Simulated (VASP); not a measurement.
# Si2Ni: single point with PBE

Si2Ni:

```
Si Ni
1.0
     2.77786    2.77786    0.00000
    -2.77786    2.77786    0.00000
     0.00000    0.00000    5.38143
Si Ni
4 2
Direct
  0.00000 0.50000 0.75000
  0.50000 0.00000 0.75000
  0.50000 0.00000 0.25000
  0.00000 0.50000 0.25000
  0.00000 0.00000 0.00000
  0.50000 0.50000 0.50000
```

This cell differs from its parent crystal: biaxial strain in the a-b plane: +2.0 %.

```yaml
Program: VASP 6.6.1
Task: single point
Functional: PBE
Potentials_or_basis: VASP PAW PBE potentials, release 64 (Si, Ni)
Cutoff: 520 eV
k_mesh: 10 × 10 × 8
Occupations: gaussian, width 0.1 eV
Spin: no spin polarisation
```

```
Pressure               : -3.9 GPa
Band gap on the k mesh : zero (band 18 reaches 11.10 eV, above the bottom of band 19 at 9.09 eV)
```

Stress tensor (GPa, compression positive):
```
-4.27  0.00  0.00
 0.00 -4.27  0.00
 0.00  0.00 -3.10
```

Levels at points of the mesh, in eV from the Fermi level:
| k point | band 16 | band 17 | band 18 | band 19 | band 20 | band 21 |
| --- | --- | --- | --- | --- | --- | --- |
| (0.00, 0.00, 0.00) | -0.60 | -0.53 | 1.45 | 1.47 | 1.84 | 1.84 |
| (0.50, 0.00, 0.00) | -2.43 | -1.08 | -1.08 | 0.87 | 0.87 | 2.87 |
| (0.50, 0.50, 0.00) | -3.14 | -2.79 | -2.79 | -0.35 | -0.35 | 1.65 |
| (0.00, 0.00, 0.50) | -1.61 | -1.26 | -1.26 | -0.56 | -0.56 | 2.12 |
| (0.50, 0.00, 0.50) | -1.36 | -1.15 | -1.15 | 1.80 | 1.80 | 1.80 |
| (0.50, 0.50, 0.50) | -2.90 | -2.13 | -2.13 | 2.35 | 2.35 | 2.35 |

Run time: 100 s on 1 thread of Intel(R) Xeon(R) 6975P-C (Granite Rapids), on a shared host, peak memory 0.31 GiB.

Caveat: the cell differs from its parent crystal (biaxial strain in the a-b plane: +2.0 %). Spin polarisation is off, so any magnetic state and its effect on volume and gap are missing.
